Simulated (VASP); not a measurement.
# Ni (Fm-3m) in VASP: a series of runs

The runs below take Ni through single point, with PBE.

All numbers are computed with VASP 6.6.1; they aren't measurements. Logs are shortened: lines on timing, memory, paths and dates and some standing lists are left out, and cuts for length are marked.

**1. The cell of the first run**

The structure is cubic, space group Fm-3m (No. 225). The conventional cell has a = 3.524 Å, b = 3.524 Å, c = 3.524 Å, α = 90.00°, β = 90.00°, γ = 90.00°. Within 3.3 Å of Ni (site symmetry m-3m) lie 12 Ni at 2.49 Å.

**2. Single point, PBE, collinear spin, ferromagnetic start**

Input file INCAR:

```
SYSTEM = Ni
  PREC = Accurate
  ENCUT = 520
  EDIFF = 1E-6
  ISMEAR = 0
  SIGMA = 0.25
  LREAL = .FALSE.
  LASPH = .TRUE.
  NELM = 150
  ALGO = Normal
  ISIF = 2
  LWAVE = .FALSE.
  LCHARG = .FALSE.
  ISPIN = 2
  MAGMOM = 1.5
  LORBIT = 11
  LMAXMIX = 4
  GGA = PE
  NBANDS = 15
```

Input file KPOINTS:

```
regular mesh
0
G
  16 16 16
  0 0 0
```

Input file POSCAR:

```
Ni
1.0
    2.4917520000      0.0000000000      0.0000000000
    1.2458760000      2.1579205319      0.0000000000
    1.2458760000      0.7193068440      2.0345069885
Ni
1
Direct
    0.0000000000      0.0000000000      0.0000000000
```

Potentials or basis: VASP PAW PBE potentials, release 64 (Ni).

On the command line:

```bash
$ cat potpaw_PBE.64/Ni/POTCAR > POTCAR
$ mpirun -np 1 vasp_std > vasp.out
```

OUTCAR:

```text
SYSTEM = Ni
   PREC = Accurate
   ENCUT = 520
   EDIFF = 1E-6
   ISMEAR = 0
   LREAL = .FALSE.
   LASPH = .TRUE.
   NELM = 150
   ISIF = 2
   ISPIN = 2
   LORBIT = 11
   GGA = PE

 ion  position               nearest neighbor table
   1  0.000  0.000  0.000-

  LATTYP: Found a face centered cubic cell.
 ALAT       =     3.5238694724

  Lattice vectors:

 A1 = (   2.4917520000,   0.0000000000,   0.0000000000)
 A2 = (   1.2458760000,   2.1579205319,   0.0000000000)
 A3 = (   1.2458760000,   0.7193068440,   2.0345069885)

Analysis of symmetry for initial positions (statically):
=====================================================================
 Subroutine PRICEL returns:
 Original cell was already a primitive cell.

 Routine SETGRP: Setting up the symmetry group for a
 face centered cubic supercell.

 Subroutine GETGRP returns: Found 48 space group operations
 (whereof 48 operations were pure point group operations)
 out of a pool of 48 trial point group operations.

The static configuration has the point symmetry O_h .

Analysis of symmetry for dynamics (positions and initial velocities):
=====================================================================
 Subroutine PRICEL returns:
 Original cell was already a primitive cell.

 Routine SETGRP: Setting up the symmetry group for a
 face centered cubic supercell.

 Subroutine GETGRP returns: Found 48 space group operations
 (whereof 48 operations were pure point group operations)
 out of a pool of 48 trial point group operations.

The dynamic configuration has the point symmetry O_h .

Analysis of structural, dynamic, and magnetic symmetry:
=====================================================================
 Subroutine PRICEL returns:
 Original cell was already a primitive cell.

 Routine SETGRP: Setting up the symmetry group for a
 face centered cubic supercell.

 Subroutine GETGRP returns: Found 48 space group operations
 (whereof 48 operations were pure point group operations)
 out of a pool of 48 trial point group operations.

The overall configuration has the point symmetry O_h .

 Subroutine INISYM returns: Found 48 space group operations
 (whereof 48 operations are pure point group operations),
 and found     1 'primitive' translations

----------------------------------------------------------------------------------------

                                     Primitive cell

  volume of cell :      10.9395

  direct lattice vectors                    reciprocal lattice vectors
     2.491752000  0.000000000  0.000000000     0.401324048 -0.231704547 -0.163839857
     1.245876000  2.157920532  0.000000000     0.000000000  0.463409095 -0.163839857
     1.245876000  0.719306844  2.034506989     0.000000000  0.000000000  0.491519570

  length of vectors
     2.491752000  2.491752000  2.491752000     0.491519570  0.491519570  0.491519570

  position of ions in fractional coordinates (direct lattice)
     0.000000000  0.000000000  0.000000000

  ion indices of the primitive-cell ions
   primitive index   ion index
                 1           1

----------------------------------------------------------------------------------------

 KPOINTS: regular mesh

Automatic generation of k-mesh.
 Grid dimensions read from file:
 generate k-points for:   16   16   16

 Generating k-lattice:

  Cartesian coordinates                     Fractional coordinates (reciprocal lattice)
     0.025082753 -0.014481534 -0.010239991     0.062500000  0.000000000  0.000000000
     0.000000000  0.028963068 -0.010239991     0.000000000  0.062500000  0.000000000
     0.000000000  0.000000000  0.030719973     0.000000000  0.000000000  0.062500000

  Length of vectors
     0.030719973  0.030719973  0.030719973

  Shift w.r.t. Gamma in fractional coordinates (k-lattice)
     0.000000000  0.000000000  0.000000000

 Subroutine IBZKPT returns following result:
 ===========================================

 Found    145 irreducible k-points:

 Following reciprocal coordinates:
            Coordinates               Weight
  0.000000  0.000000  0.000000      1.000000
  0.062500  0.000000 -0.000000      8.000000
  0.125000  0.000000 -0.000000      8.000000
  0.187500  0.000000 -0.000000      8.000000
  0.250000  0.000000 -0.000000      8.000000
  0.312500  0.000000 -0.000000      8.000000
[... 16 lines left out ...]
 -0.125000  0.062500  0.000000     24.000000
 -0.062500  0.062500  0.000000     12.000000
 [... further k-points ...]
   k-points           NKPTS =    145   k-points in BZ     NKDIM =    145   number of bands    NBANDS=     15
   number of dos      NEDOS =    301   number of ions     NIONS =      1
   total plane-waves  NPLWV =   8000
   dimension x,y,z NGX =    20 NGY =   20 NGZ =   20
   dimension x,y,z NGXF=    40 NGYF=   40 NGZF=   40
   ions per type =               1
   NGX,Y,Z   is equivalent  to a cutoff of  13.34, 13.34, 13.34 a.u.
   NGXF,Y,Z  is equivalent  to a cutoff of  26.69, 26.69, 26.69 a.u.
 SYSTEM =  Ni
   PREC   = accura    normal or accurate (medium, high low for compatibility)
   ISTART =      0    job   : 0-new  1-cont  2-samecut
   ICHARG =      2    charge: 1-file 2-atom 10-const
   ISPIN  =      2    spin polarized calculation?
   LNONCOLLINEAR =      F non collinear calculations
   LSORBIT =      F    spin-orbit coupling
   LASPH  =      T    aspherical Exc in radial PAW
   ENCUT  =  520.0 eV  38.22 Ry    6.18 a.u.   4.63  4.63  4.63*2*pi/ulx,y,z
   NELM   =    150;   NELMIN=  2; NELMDL= -5     # of ELM steps
   EDIFF  = 0.1E-05   stopping-criterion for ELM
   LREAL  =      F    real-space projection
   EDIFFG = 0.1E-04   stopping-criterion for IOM
   NSW    =      0    number of steps for IOM
   IBRION =     -1    ionic relax: 0-MD 1-quasi-New 2-CG
   NFREE  =      0    steps in history (QN), initial steepest desc. (CG)
   ISIF   =      2    stress and relaxation
   ISYM   =      2    0-nonsym 1-usesym 2-fastsym
   POTIM  = 0.5000    time-step for ionic-motion
   TEBEG  =    0.0;   TEEND  =   0.0 temperature during run
   PSTRESS=    0.0 pullay stress
   NELECT =      10.0000    total number of electrons
   NUPDOWN=      -1.0000    fix difference up-down
   EMIN   =  10.00;   EMAX   =-10.00  energy-range for DOS
   EFERMI =   0.00;   METHOD = LEGACY
   ISMEAR =     0;   SIGMA  =   0.25  broadening in eV -4-tet -1-fermi 0-gaus
   EFERMI_NEDOS =   21; number of points for ismear=-14 and -15
   IALGO  =     38    algorithm
   IMIX   =      4    mixing-type and parameters
     AMIX     =   0.40;   BMIX     =  1.00
     AMIX_MAG =   1.60;   BMIX_MAG =  1.00
  volume/ion in A,a.u.               =      10.94        73.82
  Fermi-wavevector in a.u.,A,eV,Ry     =   1.588821  3.002437 34.345903  2.524353
  Thomas-Fermi vector in A             =   2.687766
   LORBIT       =     11    0 simple, 1 ext, 2 COOP (PROOUT), +10 PAW based schemes
   GGA     = PE    functional components
   LHFCALC =     F    Hartree Fock is set to
   AEXX    =    0.0000 exact exchange contribution
   IVDW    =     0    specifies the selected vdW correction
   LEPSILON=     F    determine dielectric tensor
   LRPA    =     F    only Hartree local field effects (RPA)
 spin polarized calculation
 Gauss-broadening in eV      SIGMA  =   0.25
  energy-cutoff  :      520.00
  volume of cell :       10.94
 maximum number of plane-waves:       306
   NGX =  9   NGY =  9   NGZ =  9

 number of electron      10.0000010 magnetization       0.6053831

 Free energy of the ion-electron system (eV)
  ---------------------------------------------------
  ext. energy  EPLUGINS =         0.00000000
  ---------------------------------------------------
  free energy    TOTEN  =        -5.49716652 eV

  energy without entropy =       -5.44480634  energy(sigma->0) =       -5.47098643

 E-fermi :   9.2861     XC(G=0): -13.2229

 val. band max:        9.2822459551   @ k =  -0.2500   0.3750   0.1250
 cond. band min:       9.2896639567   @ k =  -0.3750   0.3125   0.0000
 fundamental gap:      0.0074180016
 Fermi energy:         9.2860728456

 spin component 1

 k-point     1 :       0.0000    0.0000    0.0000
  band No.  band energies     occupation
      1       0.3268      1.00000
      2       6.9020      1.00000
      3       6.9020      1.00000
      4       6.9020      1.00000
      5       8.0538      1.00000
      6       8.0538      1.00000
      7      32.9758      0.00000
      8      36.7923      0.00000
      9      36.7923      0.00000
     10      36.7923      0.00000
     11      39.7199      0.00000
     12      39.7199      0.00000
     13      39.7199      0.00000
     14      42.6911      0.00000
     15      48.9347      0.00000
[... 397 lines left out ...]
 k-point    24 :      -0.0625    0.0625    0.0000
  band No.  band energies     occupation
      1       0.7300      1.00000
      2       6.7918      1.00000
      3       6.9842      1.00000
      4       7.0025      1.00000
      5       7.9710      1.00000
      6       8.0686      1.00000
      7      31.6031      0.00000
      8      33.2226      0.00000
      9      35.5399      0.00000
     10      37.3683      0.00000
     11      39.8902      0.00000
     12      40.0022      0.00000
     13      42.9682      0.00000
     14      45.0598      0.00000
     15      45.4859      0.00000

 [... further k-points ...]

 spin component 2

 k-point     1 :       0.0000    0.0000    0.0000
  band No.  band energies     occupation
      1       0.2923      1.00000
      2       7.6205      1.00000
      3       7.6205      1.00000
      4       7.6205      1.00000
      5       8.6347      0.99989
      6       8.6347      0.99989
      7      32.8158      0.00000
      8      36.7774      0.00000
      9      36.7774      0.00000
     10      36.7774      0.00000
     11      39.8142      0.00000
     12      39.8142      0.00000
     13      39.8142      0.00000
     14      42.5652      0.00000
     15      49.1197      0.00000
[... 397 lines left out ...]
 k-point    24 :      -0.0625    0.0625    0.0000
  band No.  band energies     occupation
      1       0.6961      1.00000
      2       7.4977      1.00000
      3       7.7071      1.00000
      4       7.7213      1.00000
      5       8.5467      0.99999
      6       8.6516      0.99983
      7      31.5618      0.00000
      8      33.2445      0.00000
      9      35.5083      0.00000
     10      37.3537      0.00000
     11      39.9788      0.00000
     12      39.9863      0.00000
     13      42.9531      0.00000
     14      45.2105      0.00000
     15      45.4835      0.00000

 [... further k-points ...]

------------------------ aborting loop because EDIFF is reached ----------------------------------------

  FORCE on cell =-STRESS in cart. coord.  units (eV):
  Direction    XX          YY          ZZ          XY          YZ          ZX
  --------------------------------------------------------------------------------------
  -------------------------------------------------------------------------------------
  Total       -0.0424874     -0.0424874     -0.0424874      0.0000000     -0.0000000      0.0000000
  in kB       -6.2225924     -6.2225924     -6.2225924      0.0000000     -0.0000000      0.0000000
  external PRESSURE =      -6.2225924 kB  Pullay stress =       0.0000000 kB

 VOLUME and BASIS-vectors are now :
 -----------------------------------------------------------------------------
  energy-cutoff  :      520.00
  volume of cell :       10.94
      direct lattice vectors                 reciprocal lattice vectors
     2.491752000  0.000000000  0.000000000     0.401324048 -0.231704547 -0.163839857
     1.245876000  2.157920532  0.000000000     0.000000000  0.463409095 -0.163839857
     1.245876000  0.719306844  2.034506989     0.000000000  0.000000000  0.491519570

 POSITION                                       TOTAL-FORCE (eV/Angst)
 -----------------------------------------------------------------------------------
      0.00000      0.00000      0.00000         0.000000     -0.000000      0.000000
 -----------------------------------------------------------------------------------
    total drift:                                0.000000      0.000000      0.000000

  FREE ENERGIE OF THE ION-ELECTRON SYSTEM (eV)
  ---------------------------------------------------
  free  energy   TOTEN  =        -5.4971665188 eV

  energy  without entropy=       -5.4448063418  energy(sigma->0) =       -5.47098643

 total charge

# of ion       s       p       d       tot
------------------------------------------
    1        0.495   0.493   8.313   9.300

 magnetization (x)

# of ion       s       p       d       tot
------------------------------------------
    1       -0.007  -0.024   0.648   0.617
```

It took 22 s on 1 thread of Intel Xeon 6975P-C (Granite Rapids), shared host; peak memory 0.15 GiB.

Results:

| Quantity | Value |
| --- | --- |
| Free energy | -5.4972 eV |
| Pressure | -0.6 GPa |
| Net moment | 0.61 μB per cell |
| Site moments | Ni +0.62 μB |
| Valence electrons inside the program's atomic spheres | Ni 9.30 |

**3. Single point, PBE, collinear spin, ferromagnetic start**

Input file INCAR:

```
  PREC = Accurate
  ENCUT = 520
  EDIFF = 1E-6
  ISMEAR = 0
  SIGMA = 0.15
  LREAL = F
  LASPH = T
  NELM = 150
  ALGO = Normal
  ISIF = 2
  LWAVE = F
  LCHARG = F
  ISPIN = 2
  MAGMOM = 1.5
  LORBIT = 11
  LMAXMIX = 4
  GGA = PE
  NBANDS = 15
```

Input file KPOINTS:

```
regular mesh
0
Gamma
  16 16 16
```

POSCAR is that of step 2.

Potentials or basis: VASP PAW PBE potentials, release 64 (Ni).

On the command line:

```bash
$ cat potpaw_PBE.64/Ni/POTCAR > POTCAR
$ mpirun -np 1 vasp_std > vasp.out
```

It took 22 s on 1 thread of Intel Xeon 6975P-C (Granite Rapids), shared host; peak memory 0.15 GiB.

It converged, with:

| Property | Result |
| --- | --- |
| Free energy | -5.4800 eV |
| Pressure | -1.0 GPa |
| Net moment | 0.60 μB per cell |
| Site moments | Ni +0.61 μB |
| Valence electrons inside the program's atomic spheres | Ni 9.30 |

Levels at points of the mesh, in eV from the Fermi level:
Spin up:
```tsv
k point	band 3	band 4	band 5	band 6	band 7	band 8
(0.00, 0.00, 0.00)	-2.40	-2.40	-1.23	-1.23	23.68	27.50
(0.50, 0.00, 0.00)	-2.38	-0.58	-0.58	-0.28	5.64	22.17
(0.50, 0.50, 0.00)	-0.53	-0.45	-0.45	2.45	9.18	14.78
```
Spin down:
```tsv
k point	band 2	band 3	band 4	band 5	band 6	band 7	band 8	band 9
(0.00, 0.00, 0.00)	-1.68	-1.68	-1.68	-0.67	-0.67	23.52	27.48	27.48
(0.50, 0.00, 0.00)	-1.79	-1.79	-0.34	0.14	0.14	6.04	22.03	24.66
(0.50, 0.50, 0.00)	-3.56	0.06	0.38	0.38	2.40	9.41	14.78	14.78
```

(Continued in part 2 of 2.)
